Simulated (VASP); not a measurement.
A run of VASP 6.6.1:

Contents of INCAR:

```
PREC     = Accurate       # precision mode
ENCUT    = 520            # plane-wave cutoff, eV
EDIFF    = 1E-6           # SCF threshold, eV
ISMEAR   = 0              # smearing method
SIGMA    = 0.1            # smearing width, eV
LREAL    = Auto         
LASPH    = True           # aspherical terms in the spheres
NELM     = 60             # most SCF steps
ALGO     = Normal         # electronic algorithm
ISIF     = 2              # what is computed and relaxed
LWAVE    = False          # write WAVECAR
LCHARG   = False          # write CHGCAR
LDIPOL   = True         
IDIPOL   = 3            
DIPOL    = 0.5 0.5 0.498
GGA      = PE             # functional
NBANDS   = 156            # bands
```

Contents of KPOINTS:

```
regular mesh
0
Gamma
  3 3 1
```

The input POSCAR:

```
Mo
1.0
    6.3208777404      0.0000000000      0.0000000000
    0.0000000000      6.3208777404      0.0000000000
    0.0000000000      0.0000000000     22.3208777404
Mo
20
Direct
    0.2500000000      0.7500000000      0.3584088445
    0.2500000000      0.2500000000      0.3584088445
    0.7500000000      0.7500000000      0.3584088445
    0.7500000000      0.2500000000      0.3584088445
    0.5000000000      0.5000000000      0.4292044223
    0.5000000000      0.0000000000      0.4292044223
    0.0000000000      0.5000000000      0.4292044223
    0.0000000000      0.0000000000      0.4292044223
    0.7500000000      0.2500000000      0.4980266924
    0.7500000000      0.7500000000      0.4980266924
    0.2500000000      0.2500000000      0.4980266924
    0.2500000000      0.7500000000      0.4980266924
    0.0000000000      0.0000000000      0.5723788128
    0.0000000000      0.5000000000      0.5723788128
    0.5000000000      0.0000000000      0.5723788128
    0.5000000000      0.5000000000      0.5723788128
    0.2500000000      0.7500000000      0.6333506459
    0.2500000000      0.2500000000      0.6333506459
    0.7500000000      0.7500000000      0.6333506459
    0.7500000000      0.2500000000      0.6333506459
```

Potentials or basis: VASP PAW PBE potentials, release 64 (Mo_sv).

Command:

```console
$ cat potpaw_PBE.64/Mo_sv/POTCAR > POTCAR
$ mpirun -np 1 vasp_std > vasp.out
```

Hardware: 1 thread of Intel Xeon 8259CL, on a shared host.

Problem. Estimate the wall time of this run.

Solution. It took 42 min on 1 thread of Intel Xeon 8259CL (shared host), peak memory 0.87 GiB. Counts: scf iterations 34, k points 3.
